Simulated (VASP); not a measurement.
Wanted: the native input for a VASP 6.6.1 run.

| Property | Result |
| --- | --- |
| Task | single point |
| Functional | LDA |
| Potentials or basis | VASP PAW LDA potentials, release 64 (C) |
| Cutoff | 520 eV |
| k mesh | 7 × 7 × 27 |
| Occupations | fermi-dirac, width 0.1 eV |
| Spin | no spin polarisation |
| Dipole correction | no |
| Further INCAR settings | ALGO = Normal; EDIFF = 1e-06; NBANDS = 13 |

The structure of C lies in POSCAR:

```
C
1.0
    5.5390704375      0.0000000000      0.0000000000
   -2.7695352188      4.7969757122      0.0000000000
    0.0000000000      0.0000000000      1.2416919954
C
3
Direct
    0.0000000000      1.0000000000      0.0000000000
    0.3333333333      0.6666666667      0.5000000000
    0.6666666667      0.3333333333      0.5000000000
```

This cell differs from its parent crystal: volume scaled by 0.92.

These files were run (other wordings do the same):

INCAR

```
SYSTEM = C
PREC     = Accurate       ! precision mode
ENCUT    = 520            ! plane-wave cutoff, eV
EDIFF    = 1E-6           ! SCF threshold, eV
ISMEAR   = -1             ! smearing method
SIGMA    = 0.1            ! smearing width, eV
LREAL    = .FALSE.        ! projectors in reciprocal space
LASPH    = .TRUE.         ! aspherical terms in the spheres
NELM     = 80             ! most SCF steps
ALGO     = Normal         ! electronic algorithm
ISIF     = 2              ! what is computed and relaxed
LWAVE    = .FALSE.        ! write WAVECAR
LCHARG   = .FALSE.        ! write CHGCAR
GGA      = CA             ! functional
NBANDS   = 13             ! bands
```

KPOINTS

```
Automatic mesh
0
G
  7 7 27
  0 0 0
```

Potentials or basis: VASP PAW LDA potentials, release 64 (C).

The run is started by

```bash
$ cat potpaw_LDA.64/C/POTCAR > POTCAR
$ mpirun -np 1 vasp_std > vasp.out
```

It gave:

```yaml
Pressure: 18.6 GPa
Band_gap_on_the_k_mesh: zero (band 6 reaches 12.89 eV, above the bottom of band 7 at -4.46 eV)
```

Run time: 25 s on 1 thread of Intel(R) Xeon(R) Platinum 8488C (Sapphire Rapids) (shared host), peak memory 0.15 GiB.
